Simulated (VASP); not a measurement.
BaO, 2 atoms in the cell. The structure is cubic, space group Fm-3m (No. 225). The conventional cell has a = 5.544 Å, b = 5.544 Å, c = 5.544 Å, α = 90.00°, β = 90.00°, γ = 90.00°. Within 3.7 Å of Ba (site symmetry m-3m) lie 6 O at 2.77 Å. Within 3.7 Å of O (site symmetry m-3m) lie 6 Ba at 2.77 Å. 

| Item | Value |
| --- | --- |
| Program | VASP 6.6.1 |
| Task | single point |
| Functional | PBE |
| Potentials or basis | VASP PAW PBE potentials, release 64 (Ba_sv, O) |
| Cutoff | 600 eV |
| k mesh | 6 × 6 × 6 |
| Occupations | gaussian, width 0.01 eV |
| Spin | no spin polarisation |
| Dipole correction | no |
| Further INCAR settings | ALGO = Normal; EDIFF = 1e-06; NBANDS = 15 |

Potentials or basis: VASP PAW PBE potentials, release 64 (Ba_sv, O).

Run with:

```bash
$ cat potpaw_PBE.64/Ba_sv/POTCAR potpaw_PBE.64/O/POTCAR > POTCAR
$ mpirun -np 1 vasp_std > vasp.out
```

Hardware: 1 thread of Intel(R) Xeon(R) 6975P-C (Granite Rapids) (shared host).

How long does it take, and how much memory?

Run time: 5.5 s on 1 thread of Intel(R) Xeon(R) 6975P-C (Granite Rapids), on a shared host, peak memory 0.18 GiB. Counts: scf iterations 13, k points 16.
